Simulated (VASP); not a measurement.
# Li8Mg16CO2 in VASP: notebook

Li8Mg16CO2 is run at these levels: PBE+D3(BJ); tasks: single point.

Everything below comes from runs of VASP 6.6.1. Logs are shortened: lines on timing, memory, paths and dates and some standing lists are left out, and cuts for length are marked.

### 1 The cell of the first run

The cell holds a slab with vacuum, 27 atoms: a = 9.379 Å, b = 10.094 Å, c = 17.541 Å, α = 90.00°, β = 90.00°, γ = 90.00°.

### 2 Single point, PBE+D3(BJ)

INCAR

```
PREC     = Accurate       # precision mode
ENCUT    = 520            # plane-wave cutoff, eV
EDIFF    = 1E-6           # SCF threshold, eV
ISMEAR   = -1             # smearing method
SIGMA    = 0.1            # smearing width, eV
LREAL    = Auto         
LASPH    = T              # aspherical terms in the spheres
NELM     = 60             # most SCF steps
ALGO     = Normal         # electronic algorithm
ISIF     = 2              # what is computed and relaxed
LWAVE    = F              # write WAVECAR
LCHARG   = F              # write CHGCAR
GGA      = PE             # functional
IVDW     = 12             # dispersion correction
NBANDS   = 55             # bands
```

KPOINTS

```
Automatic mesh
0
Gamma
  2 2 1
```

POSCAR

```
Li8Mg16CO2
1.0
    9.3790480000      0.0000000000      0.0000000000
    0.0000000000     10.0936900000      0.0000000000
    0.0000000000      0.0000000000     17.5407100000
Li Mg C O
8 16 1 2
Direct
    0.6666667022      0.2499999505      0.0570102350
    0.3333332978      0.2499999505      0.0570102350
    0.1582923981      0.2511538397      0.1863624677
    0.7930025521      0.2612602527      0.2020779090
    0.6666667022      0.7499999505      0.0570102350
    0.3333332978      0.7499999505      0.0570102350
    0.1669660929      0.7433743259      0.2087145275
    0.8305619078      0.7563977099      0.1979369136
    0.2863012323     -0.0003026643      0.1288183888
   -0.0534143764      0.0020857585      0.1244324204
    0.6150095404      0.0058384991      0.1273319039
    0.0000000000      0.2499999505      0.0570102350
    0.7775849958      0.0035149683      0.2757035491
    0.4353690268     -0.0235859235      0.2923451217
    0.1096580378      0.0086758163      0.2724784231
    0.4775081650      0.2432401827      0.2282196673
    0.2884420679      0.5021224151      0.1249125035
   -0.0450406054      0.4997415217      0.1297403013
    0.6236889927      0.4961891043      0.1287769993
    0.0000000000      0.7499999505      0.0570102350
    0.7959603149      0.5170028008      0.2804184095
    0.4597299214      0.5036717989      0.2929629416
    0.1188528942      0.4821826309      0.2786613541
    0.5004655057      0.7452919596      0.1964649664
    0.2836299590      0.2113006244      0.3546296017
    0.4657358615      0.3246876019      0.3274820689
    0.1838565065      0.2817416624      0.3613528187
```

Potentials or basis: VASP PAW PBE potentials, release 64 (Li_sv, Mg, C, O).

Started as:

```console
$ cat potpaw_PBE.64/Li_sv/POTCAR potpaw_PBE.64/Mg/POTCAR potpaw_PBE.64/C/POTCAR potpaw_PBE.64/O/POTCAR > POTCAR
$ mpirun -np 1 vasp_std > vasp.out
```

OUTCAR:

```text
PREC = Accurate
   ENCUT = 520
   EDIFF = 1E-6
   ISMEAR = -1
   LREAL = Auto
   LASPH = T
   NELM = 60
   ISIF = 2
   GGA = PE
   IVDW = 12
 IVDW          = 12

 ion  position               nearest neighbor table
   1  0.667  0.250  0.057-  11 2.80  19 2.81  12 3.13
   2  0.333  0.250  0.057-  17 2.84   9 2.86  12 3.13
   3  0.158  0.251  0.186-  12 2.71  23 2.86  15 2.91   9 2.98  17 3.01  16 3.08
   4  0.793  0.261  0.202-  13 2.91  21 2.92  16 3.00  18 3.12  19 3.13
   5  0.667  0.750  0.057-  19 2.88  24 2.90  11 2.90  20 3.13
   6  0.333  0.750  0.057-  17 2.80   9 2.85  24 2.91  20 3.13
   7  0.167  0.743  0.209-  23 2.94  15 2.95  17 3.06  20 3.09
   8  0.831  0.756  0.198-  21 2.84  13 2.89  20 2.94  10 3.00  18 3.08  24 3.10
   9  0.286  1.000  0.129-   6 2.85   2 2.86   3 2.98  15 3.02  11 3.08  10 3.19  14 3.20  24 3.47
                            16 3.51
  10  0.947  0.002  0.124-  12 2.81  20 2.85   8 3.00  15 3.01  13 3.09  11 3.11   9 3.19
  11  0.615  0.006  0.127-   1 2.80   5 2.90  13 3.02   9 3.08  24 3.09  10 3.11  16 3.25  14 3.36

  12  0.000  0.250  0.057-   3 2.71  10 2.81  18 2.86   2 3.13   1 3.13
  13  0.778  0.004  0.276-   8 2.89   4 2.91  11 3.02  10 3.09  15 3.12  14 3.23
  14  0.435  0.976  0.292-  24 2.94  16 2.95  15 3.09   9 3.20  13 3.23  11 3.36
  15  0.110  0.009  0.272-   3 2.91   7 2.95  10 3.01   9 3.02  14 3.09  13 3.12
  16  0.478  0.243  0.228-  26 1.93  22 2.87  14 2.95   4 3.00   3 3.08  11 3.25  19 3.38   9 3.51
                            17 3.64
  17  0.288  0.502  0.125-   6 2.80   2 2.84   3 3.01   7 3.06  18 3.13  23 3.14  19 3.15  22 3.36
                            24 3.40  16 3.64
  18  0.955  0.500  0.130-  12 2.86  20 2.86  23 3.04  21 3.04   8 3.08  19 3.11   4 3.12  17 3.13

  19  0.624  0.496  0.129-   1 2.81   5 2.88  24 3.01  18 3.11  21 3.12   4 3.13  17 3.15  22 3.27
                            16 3.38
  20  0.000  0.750  0.057-  10 2.85  18 2.86   8 2.94   7 3.09   5 3.13   6 3.13
  21  0.796  0.517  0.280-   8 2.84   4 2.92  18 3.04  23 3.05  19 3.12  22 3.16
  22  0.460  0.504  0.293-  26 1.91  16 2.87  24 2.99  21 3.16  23 3.21  19 3.27  17 3.36
  23  0.119  0.482  0.279-  27 2.56   3 2.86   7 2.94  18 3.04  21 3.05  17 3.14  22 3.21
  24  0.500  0.745  0.196-   5 2.90   6 2.91  14 2.94  22 2.99  19 3.01  11 3.09   8 3.10  17 3.40
                             9 3.47
  25  0.284  0.211  0.355-  27 1.18
  26  0.466  0.325  0.327-  22 1.91  16 1.93
  27  0.184  0.282  0.361-  25 1.18  23 2.56

  LATTYP: Found a simple orthorhombic cell.
 ALAT       =     9.3790480000
 B/A-ratio  =     1.0761955798
 C/A-ratio  =     1.8702015386

  Lattice vectors:

 A1 = (   9.3790480000,   0.0000000000,   0.0000000000)
 A2 = (   0.0000000000,  10.0936900000,   0.0000000000)
 A3 = (   0.0000000000,   0.0000000000,  17.5407100000)

Analysis of symmetry for initial positions (statically):
=====================================================================
 Subroutine PRICEL returns:
 Original cell was already a primitive cell.

 Routine SETGRP: Setting up the symmetry group for a
 simple orthorhombic supercell.

 Subroutine GETGRP returns: Found  1 space group operations
 (whereof  1 operations were pure point group operations)
 out of a pool of  8 trial point group operations.

The static configuration has the point symmetry C_1 .

Analysis of symmetry for dynamics (positions and initial velocities):
=====================================================================
 Subroutine PRICEL returns:
 Original cell was already a primitive cell.

 Routine SETGRP: Setting up the symmetry group for a
 simple orthorhombic supercell.

 Subroutine GETGRP returns: Found  1 space group operations
 (whereof  1 operations were pure point group operations)
 out of a pool of  8 trial point group operations.

The dynamic configuration has the point symmetry C_1 .

 Subroutine INISYM returns: Found  1 space group operations
 (whereof  1 operations are pure point group operations),
 and found     1 'primitive' translations

----------------------------------------------------------------------------------------

                                     Primitive cell

  volume of cell :    1660.5650

  direct lattice vectors                    reciprocal lattice vectors
     9.379048000  0.000000000  0.000000000     0.106620629  0.000000000  0.000000000
     0.000000000 10.093690000  0.000000000     0.000000000  0.099071796  0.000000000
     0.000000000  0.000000000 17.540710000     0.000000000  0.000000000  0.057010235

  length of vectors
     9.379048000 10.093690000 17.540710000     0.106620629  0.099071796  0.057010235

  position of ions in fractional coordinates (direct lattice)
     0.666666702  0.249999950  0.057010235
     0.333333298  0.249999950  0.057010235
     0.158292398  0.251153840  0.186362468
     0.793002552  0.261260253  0.202077909
     0.666666702  0.749999950  0.057010235
     0.333333298  0.749999950  0.057010235
[... 19 lines left out ...]
     0.465735862  0.324687602  0.327482069
     0.183856506  0.281741662  0.361352819

  ion indices of the primitive-cell ions
   primitive index   ion index
                 1           1
                 2           2
                 3           3
                 4           4
                 5           5
                 6           6
[... 19 lines left out ...]
                26          26
                27          27

----------------------------------------------------------------------------------------

 KPOINTS: Automatic mesh

Automatic generation of k-mesh.
 Grid dimensions read from file:
 generate k-points for:    2    2    1

 Generating k-lattice:

  Cartesian coordinates                     Fractional coordinates (reciprocal lattice)
     0.053310315  0.000000000  0.000000000     0.500000000  0.000000000  0.000000000
     0.000000000  0.049535898  0.000000000     0.000000000  0.500000000  0.000000000
     0.000000000  0.000000000  0.057010235     0.000000000  0.000000000  1.000000000

  Length of vectors
     0.053310315  0.049535898  0.057010235

  Shift w.r.t. Gamma in fractional coordinates (k-lattice)
     0.000000000  0.000000000  0.000000000

 Subroutine IBZKPT returns following result:
 ===========================================

 Found      4 irreducible k-points:

 Following reciprocal coordinates:
            Coordinates               Weight
  0.000000  0.000000  0.000000      1.000000
  0.500000  0.000000  0.000000      1.000000
  0.000000  0.500000  0.000000      1.000000
  0.500000  0.500000  0.000000      1.000000
   k-points           NKPTS =      4   k-points in BZ     NKDIM =      4   number of bands    NBANDS=     55
   number of dos      NEDOS =    301   number of ions     NIONS =     27
   total plane-waves  NPLWV = 784000
   dimension x,y,z NGX =    70 NGY =   80 NGZ =  140
   dimension x,y,z NGXF=   140 NGYF=  160 NGZF=  280
   ions per type =               8  16   1   2
   NGX,Y,Z   is equivalent  to a cutoff of  12.41, 13.18, 13.27 a.u.
   NGXF,Y,Z  is equivalent  to a cutoff of  24.82, 26.35, 26.54 a.u.
 SYSTEM =  unknown system
   PREC   = accura    normal or accurate (medium, high low for compatibility)
   ISTART =      0    job   : 0-new  1-cont  2-samecut
   ICHARG =      2    charge: 1-file 2-atom 10-const
   ISPIN  =      1    spin polarized calculation?
   LNONCOLLINEAR =      F non collinear calculations
   LSORBIT =      F    spin-orbit coupling
   LASPH  =      T    aspherical Exc in radial PAW
   ENCUT  =  520.0 eV  38.22 Ry    6.18 a.u.  17.44 18.77 32.61*2*pi/ulx,y,z
   NELM   =     60;   NELMIN=  2; NELMDL= -5     # of ELM steps
   EDIFF  = 0.1E-05   stopping-criterion for ELM
   LREAL  =      T    real-space projection
   EDIFFG = 0.1E-04   stopping-criterion for IOM
   NSW    =      0    number of steps for IOM
   IBRION =     -1    ionic relax: 0-MD 1-quasi-New 2-CG
   NFREE  =      0    steps in history (QN), initial steepest desc. (CG)
   ISIF   =      2    stress and relaxation
   ISYM   =      2    0-nonsym 1-usesym 2-fastsym
   POTIM  = 0.5000    time-step for ionic-motion
   TEBEG  =    0.0;   TEEND  =   0.0 temperature during run
   PSTRESS=    0.0 pullay stress
   NELECT =      72.0000    total number of electrons
   NUPDOWN=      -1.0000    fix difference up-down
   EMIN   =  10.00;   EMAX   =-10.00  energy-range for DOS
   EFERMI =   0.00;   METHOD = LEGACY
   ISMEAR =    -1;   SIGMA  =   0.10  broadening in eV -4-tet -1-fermi 0-gaus
   EFERMI_NEDOS =   21; number of points for ismear=-14 and -15
   IALGO  =     38    algorithm
   IMIX   =      4    mixing-type and parameters
     AMIX     =   0.40;   BMIX     =  1.00
     AMIX_MAG =   1.60;   BMIX_MAG =  1.00
  volume/ion in A,a.u.               =      61.50       415.04
  Fermi-wavevector in a.u.,A,eV,Ry     =   0.575131  1.086841  4.500481  0.330776
  Thomas-Fermi vector in A             =   1.617102
   LORBIT       =      0    0 simple, 1 ext, 2 COOP (PROOUT), +10 PAW based schemes
   GGA     = PE    functional components
   LHFCALC =     F    Hartree Fock is set to
   AEXX    =    0.0000 exact exchange contribution
   IVDW    =    12    specifies the selected vdW correction
   LEPSILON=     F    determine dielectric tensor
   LRPA    =     F    only Hartree local field effects (RPA)
 non-spin polarized calculation
  energy-cutoff  :      520.00
  volume of cell :     1660.57
 maximum number of plane-waves:     44815
 NGX is ok and might be reduce to    70
   NGX = 35   NGY = 37   NGZ = 65

 number of electron      72.0000034 magnetization

 Free energy of the ion-electron system (eV)
  ---------------------------------------------------
  ext. energy  EPLUGINS =         0.00000000
  ---------------------------------------------------
  free energy    TOTEN  =       -53.20243626 eV

  energy without entropy =      -52.82555282  energy(sigma->0) =      -53.01399454

 E-fermi :  -1.5508     XC(G=0):  -3.7179

 val. band max:       -1.5744218114   @ k =   0.5000   0.5000   0.0000
 cond. band min:      -1.4751240361   @ k =   0.5000   0.0000   0.0000
 fundamental gap:      0.0992977753
 Fermi energy:        -1.5508003909

 k-point     1 :       0.0000    0.0000    0.0000
  band No.  band energies     occupation
      1     -48.9598      2.00000
      2     -48.8823      2.00000
      3     -48.8770      2.00000
      4     -48.8480      2.00000
      5     -48.2574      2.00000
      6     -48.1756      2.00000
[... 40 lines left out ...]
     47      -0.0718      0.00000
     48       0.0771      0.00000

 k-point     2 :       0.5000    0.0000    0.0000
  band No.  band energies     occupation
      1     -48.9598      2.00000
      2     -48.8823      2.00000
      3     -48.8770      2.00000
      4     -48.8480      2.00000
      5     -48.2574      2.00000
      6     -48.1756      2.00000
[... 40 lines left out ...]
     47      -0.1803      0.00000
     48      -0.1240      0.00000

 k-point     3 :       0.0000    0.5000    0.0000
  band No.  band energies     occupation
      1     -48.9598      2.00000
      2     -48.8823      2.00000
      3     -48.8770      2.00000
      4     -48.8480      2.00000
      5     -48.2574      2.00000
      6     -48.1756      2.00000
[... 40 lines left out ...]
     47      -0.1623      0.00000
     48      -0.0671      0.00000

 k-point     4 :       0.5000    0.5000    0.0000
  band No.  band energies     occupation
      1     -48.9598      2.00000
      2     -48.8823      2.00000
      3     -48.8770      2.00000
      4     -48.8480      2.00000
      5     -48.2574      2.00000
      6     -48.1756      2.00000
[... 40 lines left out ...]
     47      -0.1480      0.00000
     48       0.0773      0.00000
 [bands above 48 left out]

------------------------ aborting loop because EDIFF is reached ----------------------------------------

 Edisp (eV)   -3.85130

 E8    (eV) :    -1.7305

  FORCE on cell =-STRESS in cart. coord.  units (eV):
  Direction    XX          YY          ZZ          XY          YZ          ZX
  --------------------------------------------------------------------------------------
  -------------------------------------------------------------------------------------
  Total     -13.69256     2.13311     1.17286    -0.38802     0.01011    -3.31581
  in kB     -13.21111     2.05810     1.13162    -0.37438     0.00975    -3.19922
  external pressure =       -3.34 kB  Pullay stress =        0.00 kB

 VOLUME and BASIS-vectors are now :
 -----------------------------------------------------------------------------
  energy-cutoff  :      520.00
  volume of cell :     1660.57
      direct lattice vectors                 reciprocal lattice vectors
     9.379048000  0.000000000  0.000000000     0.106620629  0.000000000  0.000000000
     0.000000000 10.093690000  0.000000000     0.000000000  0.099071796  0.000000000
     0.000000000  0.000000000 17.540710000     0.000000000  0.000000000  0.057010235

 POSITION                                       TOTAL-FORCE (eV/Angst)
 -----------------------------------------------------------------------------------
      6.25270      2.52342      1.00000         0.200805      0.012273     -0.100759
      3.12635      2.52342      1.00000         0.231978     -0.045462     -0.056606
      1.48463      2.53507      3.26893        -0.118932     -0.053073      0.013317
      7.43761      2.63708      3.54459         0.375600     -0.063017     -0.172467
      6.25270      7.57027      1.00000         0.316968      0.039584     -0.139045
      3.12635      7.57027      1.00000         0.068186      0.071994     -0.194635
[... 19 lines left out ...]
      4.36816      3.27730      5.74427        -0.495742     -0.151926     -0.345365
      1.72440      2.84381      6.33839        -0.353387      0.461897      0.065308
 -----------------------------------------------------------------------------------
    total drift:                                0.004635      0.011507     -0.002767

  FREE ENERGIE OF THE ION-ELECTRON SYSTEM (eV)
  ---------------------------------------------------
  free  energy   TOTEN  =       -57.0537332965 eV

  energy  without entropy=      -56.6768498569  energy(sigma->0) =      -56.86529158
```

Run time: 12 min. Hardware: 1 thread of Intel Xeon 6975P-C (Granite Rapids), shared host; peak memory 1.4 GiB.

Results:

```
Free energy                : -57.0537 eV
Largest force              : 0.891 eV/Å
Band gap on the k mesh     : zero (bands 36 and 37 overlap by 0.41 eV)
Dispersion energy per atom : -0.143 eV
```

Forces in eV/Å, atoms in the order of the input:
```
Li   0.201  0.012 -0.101
Li   0.232 -0.045 -0.057
Li  -0.119 -0.053  0.013
Li   0.376 -0.063 -0.172
Li   0.317  0.040 -0.139
Li   0.068  0.072 -0.195
Li   0.038  0.010  0.017
Li  -0.004  0.000 -0.099
Mg  -0.136 -0.013  0.174
Mg  -0.164  0.017  0.167
Mg  -0.157 -0.016  0.210
Mg   0.118  0.102 -0.391
Mg  -0.184 -0.037  0.189
Mg  -0.208  0.028  0.122
Mg  -0.195 -0.096  0.131
Mg   0.163  0.025 -0.359
Mg  -0.114  0.010  0.254
Mg  -0.086  0.002  0.173
Mg  -0.096 -0.009  0.144
Mg   0.348 -0.078 -0.189
Mg  -0.093  0.029  0.107
Mg  -0.155  0.074  0.157
Mg  -0.108  0.010  0.160
Mg  -0.028 -0.045  0.076
C    0.837 -0.284 -0.112
O   -0.496 -0.152 -0.345
O   -0.353  0.462  0.065
```

Levels at points of the mesh, in eV from the Fermi level:
```
           k point  band 32  band 33  band 34  band 35  band 36  band 37  band 38  band 39  band 40  band 41
(0.00, 0.00, 0.00)    -0.60    -0.50    -0.42    -0.34     0.27     0.35     0.43     0.62     0.73     0.80
(0.50, 0.00, 0.00)    -0.70    -0.56    -0.35    -0.21    -0.08    -0.05     0.08     0.20     0.43     0.64
(0.00, 0.50, 0.00)    -0.75    -0.54    -0.45    -0.31    -0.23    -0.13     0.16     0.58     0.81     0.90
(0.50, 0.50, 0.00)    -1.24    -1.01    -0.21    -0.15    -0.02     0.19     0.30     0.32     0.42     0.58
```

Caveat: the cutoff is under 1.25 times the usual one of these potentials, so pressure, stress and relaxed cells hold a basis-set (Pulay) error; there is no dipole correction, which matters where the two faces differ.

(Part 1 of 2 ends here.)

The gap in the log of VASP goes by the Fermi energy; the results here count the filled bands.